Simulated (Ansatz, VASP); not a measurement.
## One calculation of AlNi2, two programs

Contents of INCAR:

```
PREC = Accurate
ENCUT = 520
EDIFF = 1E-6
ISMEAR = -5
SIGMA = 0.1
LREAL = False
LASPH = True
NELM = 60
ALGO = Fast
ISIF = 2
LWAVE = False
LCHARG = False
GGA = PS
NBANDS = 32
```

The input KPOINTS:

```
regular mesh
0
Gamma
  12 12 8
```

The input POSCAR:

```
AlNi2
1.0
    3.9740030242      0.0000000000      0.0000000000
   -1.9870015121      3.4415875737      0.0000000000
    0.0000000000      0.0000000000      4.9042588200
Al Ni
2 4
Direct
    0.3333333333      0.6666666667      0.1898740600
    0.6666666667      0.3333333333      0.8101259400
    0.3333333333      0.6666666667      0.6851100400
    0.6666666667      0.3333333333      0.3148899600
    0.0000000000      0.0000000000      0.5000000000
    0.0000000000      0.0000000000      0.0000000000
```

Input for Ansatz:

```yaml
crystal:
  lattice:
    - [3.9740030242, 0.0, 0.0]
    - [-1.9870015121, 3.4415875737, 0.0]
    - [0.0, 0.0, 4.90425882]
  atoms:
    - { symbol: Al, position: [0.3333333333, 0.6666666667, 0.18987406] }
    - { symbol: Al, position: [0.6666666667, 0.3333333333, 0.81012594] }
    - { symbol: Ni, position: [0.3333333333, 0.6666666667, 0.68511004] }
    - { symbol: Ni, position: [0.6666666667, 0.3333333333, 0.31488996] }
    - { symbol: Ni, position: [0.0, 0.0, 0.5] }
    - { symbol: Ni, position: [0.0, 0.0, 0.0] }
basis:
  ecutwfc: 420
kpoints:
  mp_grid: { grid: [12, 12, 8] }
hamiltonian:
  xc: pbesol
scf:
  occupations: { method: tetrahedron }
output:
  forces: true
  stress: true
  eigenvalues: true
```

Alike in both runs: task single point; functional PBEsol; k mesh 12 × 12 × 8; occupations tetrahedron; no spin polarisation.

|  | VASP | Ansatz |
| --- | --- | --- |
| version | VASP 6.6.1 | Ansatz 0.2.0 |
| potentials or method | VASP PAW PBE potentials, release 64 (Al, Ni), cutoff 520 eV | scalar-relativistic, plane waves, PAW |
| valence electrons in the cell | 46 | 78 |

Ansatz gave:

| Property | Result |
| --- | --- |
| gap on the k mesh at the Fermi level (eV) | none |
| pressure (GPa) | 0.1 |
| rms of the force components (eV/Å) | 0.021 |

Task: Which values does VASP return?

Result: gap on the k mesh at the Fermi level (eV): none; pressure (GPa): 0.2; rms of the force components (eV/Å): 0.022.

VASP's potentials were made for PBE, not for PBEsol. Atom by atom the forces differ by 0.004 eV/Å (rms over components). A gap of «none» marks a metal or a gap that the smearing closes. VASP's potentials hold 46 valence electrons a cell and Ansatz's 78, so a difference there can come from the potentials and not from the codes. Ansatz's warnings: band table not solved further, tetrahedron derivatives may miss energy slope.
